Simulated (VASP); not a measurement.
A run of VASP 6.6.1 is set up as follows.

INCAR

```
SYSTEM = Ga2O3
  ALGO = Normal
  EDIFF = 1E-6
  ENCUT = 520
  GGA = PS
  ISIF = 2
  ISMEAR = -1
  LASPH = .TRUE.
  LCHARG = .FALSE.
  LREAL = .FALSE.
  LWAVE = .FALSE.
  NBANDS = 30
  NELM = 100
  PREC = Accurate
  SIGMA = 0.03
```

KPOINTS

```
k-points
0
G
  9 9 4
  0 0 0
```

Contents of POSCAR:

```
Ga2O3
1.0
    2.9931257112      0.0000000000      0.0000000000
   -1.4965628556      2.5921229026      0.0000000000
    0.0000000000      0.0000000000      6.9697886295
Ga O
2 3
Direct
    0.3333333333      0.6666666667      0.2001488891
    0.6666666667      0.3333333333      0.7998511109
    0.0000000000      0.0000000000      0.0000000000
    0.3333333333      0.6666666667      0.6949420411
    0.6666666667      0.3333333333      0.3050579589
```

Potentials or basis: VASP PAW PBE potentials, release 64 (Ga_d, O).

Command:

```console
$ cat potpaw_PBE.64/Ga_d/POTCAR potpaw_PBE.64/O/POTCAR > POTCAR
$ mpirun -np 1 vasp_std > vasp.out
```

**Question.** Estimate the band gap on the k mesh.

**Answer.** 2.45 eV, direct.

**Question.** What does it give for the pressure?

**Answer.** 0.5 GPa.

**Question.** What does it give for the largest force?

**Answer.** 0.071 eV/Å.

Forces in eV/Å, atoms in the order of the input:
```
Ga   0.000  0.000  0.071
Ga   0.000  0.000 -0.071
O    0.000  0.000  0.000
O    0.000  0.000  0.014
O    0.000  0.000 -0.014
```

Caveat: the PAW data sets were made with another functional, which shifts forces and pressure a little. A k mesh can miss the band edges.
